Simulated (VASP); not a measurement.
The system is GaP (kk07).

```
Ga P
1.0
     0.00000    2.72581    2.72581
     2.72581    0.00000    2.72581
     2.72581    2.72581    0.00000
Ga P
1 1
Direct
  0.00000 0.00000 0.00000
  0.75000 0.75000 0.75000
```

| Quantity | Value |
| --- | --- |
| Program | VASP 6.6.1 |
| Task | relaxation of cell and atoms |
| Functional | LDA |
| Potentials or basis | VASP PAW LDA potentials, release 64 (Ga_d, P) |
| Cutoff | 600 eV |
| k mesh | 12 × 12 × 12 |
| Occupations | gaussian, width 0.02 eV |
| Spin | no spin polarisation |

At the start: pressure -2.7 GPa; volume 20.25 Å³/atom.

Where does the relaxation end?

Over 11 steps the energy falls by 5.6 meV/atom and the volume is 19.61 Å³/atom (-3.2 %); space group F-43m (No. 216, to 0.05 Å).

The path:
```tsv
step	energy change (eV)	largest force (eV/Å)	pressure (GPa)	volume (Å³)
1	0.0000	0.0000	-2.72	40.51
2	-0.0076	0.0000	1.69	38.52
3	-0.0112	0.0000	-0.08	39.22
4	-0.0112	0.0000	0.11	39.19
5	-0.0112	0.0000	-0.10	39.26
6	-0.0112	0.0000	0.04	39.22
7	-0.0112	0.0000	-0.06	39.23
8	-0.0112	0.0000	0.07	39.22
9	-0.0112	0.0000	-0.06	39.23
10	-0.0112	0.0000	-0.03	39.22
11	-0.0112	0.0000	-0.01	39.22
```

Final structure:
```
CELL_PARAMETERS angstrom
0.00000 2.69674 2.69674
2.69674 0.00000 2.69674
2.69674 2.69674 0.00000
ATOMIC_POSITIONS crystal
Ga 0.00000 0.00000 0.00000
P 0.75000 0.75000 0.75000
```
